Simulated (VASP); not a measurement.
Here is a VASP 6.6.1 calculation.

INCAR

```
PREC     = Accurate       # precision mode
ENCUT    = 600            # plane-wave cutoff, eV
EDIFF    = 1E-7           # SCF threshold, eV
ISMEAR   = 0              # smearing method
SIGMA    = 0.1            # smearing width, eV
LREAL    = F              # projectors in reciprocal space
LASPH    = T              # aspherical terms in the spheres
NELM     = 60             # most SCF steps
ALGO     = Normal         # electronic algorithm
ISIF     = 3              # what is computed and relaxed
LWAVE    = F              # write WAVECAR
LCHARG   = F              # write CHGCAR
GGA      = PE             # functional
IBRION   = 2              # ionic algorithm
NSW      = 90             # ionic steps
EDIFFG   = -0.04          # ionic threshold
```

File KPOINTS:

```
regular mesh
0
Gamma
  6 6 6
```

File POSCAR:

```
Ta2AlF3
1.0
    5.5544174300      0.0000000000      0.0000000000
   -2.7772087100      4.8102666000      0.0000000000
    0.0000000000      0.0000000000      3.0350859600
Ta Al F
2 1 3
Direct
    0.6666666700      0.3333333300      0.0000000000
    0.3333333300      0.6666666700      0.0000000000
    0.0000000000      0.0000000000      0.0000000000
    0.0000000000      0.5000000000      0.5000000000
    0.5000000000      0.0000000000      0.5000000000
    0.5000000000      0.5000000000      0.5000000000
```

Potentials or basis: VASP PAW PBE potentials, release 64 (Ta_pv, Al, F).

Run with:

```bash
$ cat potpaw_PBE.64/Ta_pv/POTCAR potpaw_PBE.64/Al/POTCAR potpaw_PBE.64/F/POTCAR > POTCAR
$ mpirun -np 1 vasp_std > vasp.out
```

(1) Estimate the relaxed volume.

(2) Estimate the band gap on the k mesh.

Results:

(1) 13.73 Å³/atom.

(2) zero (bands 23 and 24 overlap by 1.33 eV).

Caveat: a cell axis changed by over 15 % at a fixed basis, so the end point is rough; spin-orbit coupling is left out, which moves the levels of the heavy elements.
